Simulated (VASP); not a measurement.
# In3GaP4 (P1) in VASP: settings compared, part 2 of 2

VASP 6.6.1. Earlier steps stand in the parts before.

### 3 Single point, HSE06

POSCAR reads:

```
In3GaP4
1.0
   11.5347060000      0.0000000000      0.0000000000
    0.0000000000     11.5347060000      0.0000000000
    0.0000000000      0.0000000000     11.5347060000
In Ga P
24 8 32
Direct
    0.9979860000      0.9954650000      0.0026810000
    0.0027240000      0.9953740000      0.4975350000
    0.0029010000      0.5054690000      0.0018580000
    0.0070860000      0.5050030000      0.4985260000
    0.5024550000      0.9975350000      0.9946790000
    0.4976790000      0.5026110000      0.9954630000
    0.4941760000      0.5025350000      0.5037140000
    0.2530120000      0.2561410000      0.9980700000
    0.2548400000      0.2522540000      0.5022340000
    0.2506990000      0.7454390000      0.9996050000
    0.7470270000      0.2496890000      0.9970380000
    0.7452120000      0.2479630000      0.5026510000
    0.7479180000      0.7525630000      0.5002170000
    0.2497850000      0.9958140000      0.2543330000
    0.2565150000      0.9978460000      0.7453730000
    0.7504370000      0.9954840000      0.2496430000
    0.7426140000      0.9979040000      0.7500930000
    0.7526220000      0.5047350000      0.2477180000
    0.7456900000      0.5017100000      0.7522240000
    0.0027510000      0.2521720000      0.2501310000
    0.0025290000      0.2535930000      0.7503120000
    0.0030150000      0.7479190000      0.7501090000
    0.4973180000      0.2508910000      0.2527370000
    0.4981580000      0.7505090000      0.2518880000
    0.4969170000      0.9968850000      0.5039060000
    0.2521750000      0.7462300000      0.4988390000
    0.7491800000      0.7487400000      0.9991410000
    0.2480400000      0.5046880000      0.2523890000
    0.2553270000      0.5029500000      0.7475170000
    0.0016050000      0.7470780000      0.2501820000
    0.4961150000      0.2490120000      0.7473860000
    0.4974350000      0.7491910000      0.7460240000
    0.1274260000      0.1243500000      0.1238870000
    0.1257770000      0.1243490000      0.6231700000
    0.1263370000      0.6259270000      0.1378330000
    0.1406880000      0.6257410000      0.6259040000
    0.6236420000      0.1238220000      0.1248800000
    0.6081650000      0.1232010000      0.6253030000
    0.6288310000      0.6318250000      0.1179330000
    0.6181770000      0.6316290000      0.6295940000
    0.3688860000      0.3865140000      0.1330620000
    0.3752780000      0.3755950000      0.6380650000
    0.3747690000      0.8751040000      0.1224260000
    0.3803770000      0.8661570000      0.6164880000
    0.8751420000      0.3747760000      0.1217970000
    0.8747850000      0.3790050000      0.6230150000
    0.8743150000      0.8591130000      0.1255240000
    0.8750830000      0.8750680000      0.6261060000
    0.3805440000      0.1168540000      0.3837080000
    0.3814040000      0.1310490000      0.8685020000
    0.3632530000      0.6241580000      0.3743100000
    0.3745260000      0.6264690000      0.8603880000
    0.8754140000      0.1244040000      0.3748940000
    0.8744630000      0.1232700000      0.8734410000
    0.8810330000      0.6329710000      0.3709370000
    0.8691680000      0.6308010000      0.8809600000
    0.1345150000      0.3808510000      0.3695770000
    0.1327080000      0.3878700000      0.8676350000
    0.1251520000      0.8588090000      0.3754290000
    0.1279440000      0.8753750000      0.8745930000
    0.6241830000      0.3799630000      0.3758350000
    0.6150270000      0.3665210000      0.8666460000
    0.6169250000      0.8821340000      0.3824060000
    0.6229240000      0.8589010000      0.8731640000
```

INCAR.step1 reads:

```
SYSTEM = In3GaP4
PREC     = Accurate       ! precision mode
ENCUT    = 400            ! plane-wave cutoff, eV
EDIFF    = 1E-5           ! SCF threshold, eV
ISMEAR   = -1             ! smearing method
SIGMA    = 0.05           ! smearing width, eV
LREAL    = Auto         
LASPH    = .TRUE.         ! aspherical terms in the spheres
NELM     = 120            ! most SCF steps
ALGO     = Normal         ! electronic algorithm
ISIF     = 2              ! what is computed and relaxed
LWAVE    = .TRUE.         ! write WAVECAR
GGA      = PE             ! functional
ISYM     = -1           
NBANDS   = 326            ! bands
GGA_COMPAT= .FALSE.      
KPAR     = 1
```

INCAR.step2 reads:

```
SYSTEM = In3GaP4
PREC     = Accurate       ! precision mode
ENCUT    = 400            ! plane-wave cutoff, eV
EDIFF    = 1E-6           ! SCF threshold, eV
ISMEAR   = -1             ! smearing method
SIGMA    = 0.05           ! smearing width, eV
LREAL    = Auto         
LASPH    = .TRUE.         ! aspherical terms in the spheres
NELM     = 120            ! most SCF steps
ALGO     = Normal         ! electronic algorithm
ISIF     = 2              ! what is computed and relaxed
LWAVE    = .FALSE.        ! write WAVECAR
LCHARG   = .TRUE.         ! write CHGCAR
GGA      = PE             ! functional
LHFCALC  = .TRUE.         ! exact exchange
HFSCREEN = 0.2079         ! screening, 1/A
PRECFOCK = Fast         
LELF     = .TRUE.         ! ELF
LVHAR    = .TRUE.       
ISTART   = 1            
ISYM     = -1           
NBANDS   = 326            ! bands
GGA_COMPAT= .FALSE.      
KPAR     = 1
```

KPOINTS reads:

```
explicit points
1
Reciprocal
  0.25000000   0.25000000   0.25000000 1
```

Potentials or basis: VASP PAW PBE potentials, release 64 (In_d, Ga_d, P).

Command:

```bash
$ cat potpaw_PBE.64/In_d/POTCAR potpaw_PBE.64/Ga_d/POTCAR potpaw_PBE.64/P/POTCAR > POTCAR
$ cp INCAR.step1 INCAR
$ mpirun -np 4 vasp_std > vasp.out
$ cp INCAR.step2 INCAR
$ mpirun -np 4 vasp_std > vasp.out
```

It took 25 min on 4 MPI ranks of Intel Xeon 6975P-C (Granite Rapids), shared host; peak memory 0.86 GiB.

The run converged. Its results:

```yaml
Free_energy: -325.3580 eV
Pressure: 0.7 GPa
Largest_force: 0.065 eV/Å
Band_gap_on_the_k_mesh: 2.57 eV
```

Forces on the atoms (eV/Å):
```
In  -0.002  0.006 -0.017
In  -0.002  0.005 -0.004
In  -0.006 -0.015  0.001
In   0.003 -0.006 -0.007
In  -0.012  0.004  0.005
In   0.016 -0.002 -0.014
In  -0.002 -0.012 -0.005
In  -0.016 -0.001 -0.005
In  -0.011  0.007 -0.001
In  -0.008  0.001 -0.011
In  -0.004  0.007 -0.007
In  -0.003  0.000 -0.010
In  -0.004 -0.011 -0.004
In  -0.006 -0.001  0.001
In  -0.016  0.005  0.001
In  -0.013  0.006  0.003
In   0.008 -0.001 -0.018
In  -0.002 -0.012 -0.001
In  -0.014 -0.004 -0.004
In  -0.001  0.004 -0.004
In  -0.002 -0.003 -0.015
In  -0.006  0.002 -0.010
In   0.008 -0.008  0.004
In  -0.004 -0.003 -0.003
Ga   0.002  0.002 -0.009
Ga  -0.004 -0.006 -0.007
Ga  -0.004 -0.010 -0.005
Ga  -0.009 -0.002  0.003
Ga  -0.008 -0.011 -0.014
Ga   0.003 -0.018  0.011
Ga   0.005  0.004 -0.010
Ga   0.005 -0.020 -0.004
P    0.006 -0.002  0.012
P    0.011 -0.002  0.000
P    0.000  0.001 -0.037
P   -0.033 -0.004 -0.003
P    0.007 -0.006  0.001
P    0.039  0.003  0.015
P   -0.024 -0.017  0.016
P    0.021 -0.005 -0.022
P    0.012 -0.016 -0.018
P    0.000 -0.004 -0.033
P    0.018 -0.004 -0.001
P   -0.009  0.022  0.025
P    0.003  0.008  0.001
P    0.008  0.000  0.011
P    0.010  0.050  0.007
P   -0.001 -0.001  0.016
P   -0.027  0.018 -0.022
P   -0.017 -0.033  0.021
P    0.042  0.016  0.010
P    0.009  0.020  0.054
P    0.011 -0.006  0.003
P   -0.003 -0.005  0.012
P   -0.020 -0.014  0.015
P    0.019 -0.016 -0.014
P   -0.019 -0.024  0.024
P   -0.020 -0.013  0.027
P    0.007  0.054  0.004
P    0.002  0.001  0.004
P   -0.004  0.010  0.000
P    0.042  0.032  0.038
P    0.015 -0.017 -0.017
P    0.004  0.046  0.012
```

Stress tensor (GPa, compression positive):
```
 0.72 -0.35 -0.42
-0.35  0.70 -0.37
-0.42 -0.37  0.71
```

Levels at points of the mesh, in eV from the valence-band top:
```
           k point  band 286  band 287  band 288  band 289  band 290  band 291
(0.25, 0.25, 0.25)     -0.39     -0.01      0.00      2.57      2.74      2.88
```

Caveat: the PAW data sets were made with another functional, which shifts forces and pressure a little; spin-orbit coupling is left out, which moves the levels of the heavy elements; a shifted mesh leaves out Γ, where band edges can lie.
